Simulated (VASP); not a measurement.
# Be (Im-3m) in VASP: notebook

The runs below take Be through single point, with PBEsol+D3(BJ), PBE+D3(BJ), PBE.

Everything below comes from runs of VASP 6.6.1. Logs are shortened: lines on timing, memory, paths and dates and some standing lists are left out, and cuts for length are marked.

## (1) The cell of the first run

Symmetry: Im-3m, No. 229, cubic system. Conventional cell: a = 2.506 Å, b = 2.506 Å, c = 2.506 Å, α = 90.00°, β = 90.00°, γ = 90.00°. Be (site symmetry m-3m) has 14 Be at 2.17 to 2.51 Å within 2.9 Å.

This isn't the form of Be at room conditions, which is hcp.

## (2) Single point, PBEsol+D3(BJ)

The input, INCAR:

```
SYSTEM = Be
  PREC = Accurate
  ENCUT = 600
  EDIFF = 1E-6
  ISMEAR = 1
  SIGMA = 0.05
  LREAL = .FALSE.
  LASPH = .TRUE.
  NELM = 120
  ALGO = Normal
  ISIF = 2
  LWAVE = .FALSE.
  LCHARG = .TRUE.
  GGA = PS
  IVDW = 12
  LELF = .TRUE.
  LVHAR = .TRUE.
  NBANDS = 7
  GGA_COMPAT = .FALSE.
```

The input, KPOINTS:

```
Automatic mesh
0
G
  15 15 15
  0 0 0
```

The input, POSCAR:

```
Be
1.0
   -1.2531209500      1.2531209500      1.2531209500
    1.2531209500     -1.2531209500      1.2531209500
    1.2531209500      1.2531209500     -1.2531209500
Be
1
Direct
    0.0000000000      0.0000000000      0.0000000000
```

Potentials or basis: VASP PAW PBE potentials, release 64 (Be).

Started as:

```bash
cat potpaw_PBE.64/Be/POTCAR > POTCAR
mpirun -np 1 vasp_std > vasp.out
```

OUTCAR:

```text
SYSTEM = Be
   PREC = Accurate
   ENCUT = 600
   EDIFF = 1E-6
   ISMEAR = 1
   LREAL = .FALSE.
   LASPH = .TRUE.
   NELM = 120
   ISIF = 2
   GGA = PS
   IVDW = 12
 IVDW          = 12

 ion  position               nearest neighbor table
   1  0.000  0.000  0.000-

  LATTYP: Found a body centered cubic cell.
 ALAT       =     2.5062419000

  Lattice vectors:

 A1 = (  -1.2531209500,   1.2531209500,   1.2531209500)
 A2 = (   1.2531209500,  -1.2531209500,   1.2531209500)
 A3 = (   1.2531209500,   1.2531209500,  -1.2531209500)

Analysis of symmetry for initial positions (statically):
=====================================================================
 Subroutine PRICEL returns:
 Original cell was already a primitive cell.

 Routine SETGRP: Setting up the symmetry group for a
 body centered cubic supercell.

 Subroutine GETGRP returns: Found 48 space group operations
 (whereof 48 operations were pure point group operations)
 out of a pool of 48 trial point group operations.

The static configuration has the point symmetry O_h .

Analysis of symmetry for dynamics (positions and initial velocities):
=====================================================================
 Subroutine PRICEL returns:
 Original cell was already a primitive cell.

 Routine SETGRP: Setting up the symmetry group for a
 body centered cubic supercell.

 Subroutine GETGRP returns: Found 48 space group operations
 (whereof 48 operations were pure point group operations)
 out of a pool of 48 trial point group operations.

The dynamic configuration has the point symmetry O_h .

 Subroutine INISYM returns: Found 48 space group operations
 (whereof 48 operations are pure point group operations),
 and found     1 'primitive' translations

----------------------------------------------------------------------------------------

                                     Primitive cell

  volume of cell :       7.8712

  direct lattice vectors                    reciprocal lattice vectors
    -1.253120950  1.253120950  1.253120950     0.000000000  0.399003783  0.399003783
     1.253120950 -1.253120950  1.253120950     0.399003783  0.000000000  0.399003783
     1.253120950  1.253120950 -1.253120950     0.399003783  0.399003783  0.000000000

  length of vectors
     2.170469153  2.170469153  2.170469153     0.564276562  0.564276562  0.564276562

  position of ions in fractional coordinates (direct lattice)
     0.000000000  0.000000000  0.000000000

  ion indices of the primitive-cell ions
   primitive index   ion index
[... 69 lines left out ...]
   LSORBIT =      F    spin-orbit coupling
   LASPH  =      T    aspherical Exc in radial PAW
   ENCUT  =  600.0 eV  44.10 Ry    6.64 a.u.   4.33  4.33  4.33*2*pi/ulx,y,z
   NELM   =    120;   NELMIN=  2; NELMDL= -5     # of ELM steps
   EDIFF  = 0.1E-05   stopping-criterion for ELM
   LREAL  =      F    real-space projection
[... 7 lines left out ...]
   TEBEG  =    0.0;   TEEND  =   0.0 temperature during run
   PSTRESS=    0.0 pullay stress
   NELECT =       2.0000    total number of electrons
   NUPDOWN=      -1.0000    fix difference up-down
   EMIN   =  10.00;   EMAX   =-10.00  energy-range for DOS
   EFERMI =   0.00;   METHOD = LEGACY
   ISMEAR =     1;   SIGMA  =   0.05  broadening in eV -4-tet -1-fermi 0-gaus
   EFERMI_NEDOS =   21; number of points for ismear=-14 and -15
   IALGO  =     38    algorithm
   IMIX   =      4    mixing-type and parameters
     AMIX     =   0.40;   BMIX     =  1.00
     AMIX_MAG =   1.60;   BMIX_MAG =  1.00
  volume/ion in A,a.u.               =       7.87        53.12
  Fermi-wavevector in a.u.,A,eV,Ry     =   1.036904  1.959464 14.628572  1.075170
  Thomas-Fermi vector in A             =   2.171317
   LORBIT       =      0    0 simple, 1 ext, 2 COOP (PROOUT), +10 PAW based schemes
   GGA     = PS    functional components
   LHFCALC =     F    Hartree Fock is set to
   AEXX    =    0.0000 exact exchange contribution
   IVDW    =    12    specifies the selected vdW correction
   LEPSILON=     F    determine dielectric tensor
   LRPA    =     F    only Hartree local field effects (RPA)
 non-spin polarized calculation
 Methfessel and Paxton  Order N= 1 SIGMA  =   0.05
  energy-cutoff  :      600.00
  volume of cell :        7.87
 maximum number of plane-waves:       272
 NGX is ok and might be reduce to    18
   NGX =  9   NGY =  9   NGZ =  9

 number of electron       2.0000000 magnetization

 Free energy of the ion-electron system (eV)
  ---------------------------------------------------
  ext. energy  EPLUGINS =         0.00000000
  ---------------------------------------------------
  free energy    TOTEN  =        -3.89797883 eV

  energy without entropy =       -3.89796570  energy(sigma->0) =       -3.89797445

 E-fermi :   7.7942     XC(G=0): -10.6281

 val. band max:        7.7429590881   @ k =  -0.3333  -0.4000   0.0667
 cond. band min:       7.8041211872   @ k =   0.2667   0.2667   0.2000
 fundamental gap:      0.0611620990
 Fermi energy:         7.7941732622

 k-point     1 :       0.0000    0.0000    0.0000
  band No.  band energies     occupation
      1      -4.3161      2.00000
      2      27.2593      0.00000
      3      27.2593      0.00000
      4      27.2593      0.00000
      5      38.6174      0.00000
      6      38.6174      0.00000
      7      38.6174      0.00000
[... 221 lines left out ...]
 k-point    24 :       0.4000    0.2000    0.0000
  band No.  band energies     occupation
      1       4.0730      2.00000
      2       8.2697     -0.00000
      3      15.5145      0.00000
      4      21.1360      0.00000
      5      34.5297      0.00000
      6      36.7460      0.00000
      7      41.8240      0.00000

 [... further k-points ...]

------------------------ aborting loop because EDIFF is reached ----------------------------------------

 Edisp (eV)   -0.27206

 E8    (eV) :    -0.1523

  FORCE on cell =-STRESS in cart. coord.  units (eV):
  Direction    XX          YY          ZZ          XY          YZ          ZX
  --------------------------------------------------------------------------------------
  -------------------------------------------------------------------------------------
  Total      -0.35148    -0.35148    -0.35148     0.00000     0.00000    -0.00000
  in kB     -71.54465   -71.54465   -71.54465     0.00000     0.00000    -0.00000
  external pressure =      -71.54 kB  Pullay stress =        0.00 kB

 VOLUME and BASIS-vectors are now :
 -----------------------------------------------------------------------------
  energy-cutoff  :      600.00
  volume of cell :        7.87
      direct lattice vectors                 reciprocal lattice vectors
    -1.253120950  1.253120950  1.253120950     0.000000000  0.399003783  0.399003783
     1.253120950 -1.253120950  1.253120950     0.399003783  0.000000000  0.399003783
     1.253120950  1.253120950 -1.253120950     0.399003783  0.399003783  0.000000000

 POSITION                                       TOTAL-FORCE (eV/Angst)
 -----------------------------------------------------------------------------------
      0.00000      0.00000      0.00000         0.000000      0.000000     -0.000000
 -----------------------------------------------------------------------------------
    total drift:                                0.000000     -0.000000     -0.000000

  FREE ENERGIE OF THE ION-ELECTRON SYSTEM (eV)
  ---------------------------------------------------
  free  energy   TOTEN  =        -4.1700380344 eV

  energy  without entropy=       -4.1700249080  energy(sigma->0) =       -4.17003366
```

stdout:

```text
POSCAR found type information on POSCAR Be
 POSCAR found :  1 types and       1 ions
 scaLAPACK will be used
 -----------------------------------------------------------------------------
|                                                                             |
|                                                                             |
|     You enforced a specific xc type in the INCAR file but a different       |
|     I HOPE YOU KNOW WHAT YOU ARE DOING!                                     |
|                                                                             |
 -----------------------------------------------------------------------------

 LDA part: xc-table for (Slater+PW92), standard interpolation
 POSCAR, INCAR and KPOINTS ok, starting setup
 FFT: planning ... GRIDC
 FFT: planning ... GRID_SOFT
 FFT: planning ... GRID
 WAVECAR not read
 entering main loop
```

It took 17 s on 1 thread of AMD EPYC 7R43 (Zen 3), shared host; peak memory 0.09 GiB.

Results:

| Property | Result |
| --- | --- |
| Free energy | -4.1700 eV |
| Pressure | -7.2 GPa |
| Band gap on the k mesh | zero (bands 1 and 2 overlap by 4.41 eV) |
| Dispersion energy per atom | -0.272 eV |

Levels at points of the mesh, in eV from the Fermi level:
| k point | band 1 | band 2 | band 3 | band 4 |
| --- | --- | --- | --- | --- |
| (0.00, 0.00, 0.00) | -12.11 | 19.47 | 19.47 | 19.47 |

Caveat: the cell stands under tension; the PAW data sets were made with another functional, which shifts forces and pressure a little.

## (3) Single point, PBE+D3(BJ)

The input, INCAR:

```
SYSTEM = Be
PREC = Accurate
ENCUT = 600
EDIFF = 1E-6
ISMEAR = -5
SIGMA = 0.1
LREAL = .FALSE.
LASPH = .TRUE.
NELM = 120
ALGO = Normal
ISIF = 2
LWAVE = .FALSE.
LCHARG = .FALSE.
GGA = PE
IVDW = 12
NBANDS = 7
GGA_COMPAT = .FALSE.
```

The input, KPOINTS:

```
regular mesh
0
G
  15 15 15
  0 0 0
```

POSCAR is that of step 2.

Potentials or basis: VASP PAW PBE potentials, release 64 (Be).

Started as:

```bash
cat potpaw_PBE.64/Be/POTCAR > POTCAR
mpirun -np 1 vasp_std > vasp.out
```

Wall time 19 s (1 thread of AMD EPYC 7R43 (Zen 3), shared host); peak memory 0.1 GiB.

Results (log left out):

```
Free energy                : -4.0235 eV
Pressure                   : -8.2 GPa
Band gap on the k mesh     : zero (bands 1 and 2 overlap by 4.41 eV)
Dispersion energy per atom : -0.356 eV
```

Levels at points of the mesh, in eV from the Fermi level:
| k point | band 1 | band 2 | band 3 | band 4 |
| --- | --- | --- | --- | --- |
| (0.00, 0.00, 0.00) | -12.37 | 19.21 | 19.21 | 19.21 |

Caveat: three body term missing; the cell stands under tension; tetrahedron occupations give inexact forces and stress in metals.

## (4) Single point, PBE (7.40 Å³/atom)

This run uses another cell than the first one, of 7.40 Å³/atom.

The input, INCAR:

```
SYSTEM = Be
ALGO = Fast ; EDIFF = 1E-6
ENCUT = 520 ; GGA = PE
ISIF = 2 ; ISMEAR = -1
LASPH = .TRUE. ; LCHARG = .TRUE.
LELF = .TRUE. ; LREAL = .FALSE.
LVHAR = .TRUE. ; LWAVE = .FALSE.
NBANDS = 7 ; NELM = 60
PREC = Accurate ; SIGMA = 0.05
```

The input, KPOINTS:

```
k-points
0
G
  15 15 15
  0 0 0
```

The input, POSCAR:

```
Be
1.0
   -1.2275398764      1.2275398764      1.2275398764
    1.2275398764     -1.2275398764      1.2275398764
    1.2275398764      1.2275398764     -1.2275398764
Be
1
Direct
    0.0000000000      0.0000000000      0.0000000000
```

Started as:

```bash
cat potpaw_PBE.64/Be/POTCAR > POTCAR
mpirun -np 1 vasp_std > vasp.out
```

Run time: 4.4 s. Hardware: 1 thread of Intel Xeon Platinum 8375C at 2.90GHz (Ice Lake), shared host; peak memory 0.11 GiB.

It converged, with:

```
Free energy            : -3.6557 eV
Pressure               : 7.7 GPa
Band gap on the k mesh : zero (bands 1 and 2 overlap by 4.64 eV)
```

Levels at points of the mesh, in eV from the Fermi level:
```csv
k point,band 1,band 2,band 3,band 4,band 5
"(0.00, 0.00, 0.00)",-12.50,20.46,20.46,20.46,32.05
```

Caveat: the cell stands under pressure.

## (5) The runs side by side

| level | cell | cutoff (eV) | smearing | gap on the mesh (eV) | pressure (GPa) |
| --- | --- | --- | --- | --- | --- |
| PBEsol+D3(BJ) | a = 2.170 Å, angles 109.5°, 1 atom | 600 | methfessel-paxton 0.05 eV | none | -7.2 |
| PBE+D3(BJ) | a = 2.170 Å, angles 109.5°, 1 atom | 600 | tetrahedron | none | -8.2 |
| PBE | a = 2.126 Å, angles 109.5°, 1 atom | 520 | fermi-dirac 0.05 eV | none | 7.7 |

Alike in all rows: task single point; potentials or basis VASP PAW PBE potentials, release 64 (Be); no spin polarisation; k mesh 15 × 15 × 15.

Caveats: the cell stands under tension (at least some runs); the PAW data sets were made with another functional, which shifts forces and pressure a little (at least some runs); three body term missing (at least some runs); tetrahedron occupations give inexact forces and stress in metals (at least some runs); the cell stands under pressure (at least some runs).

Absolute energies hang on the potentials; compare differences alone.
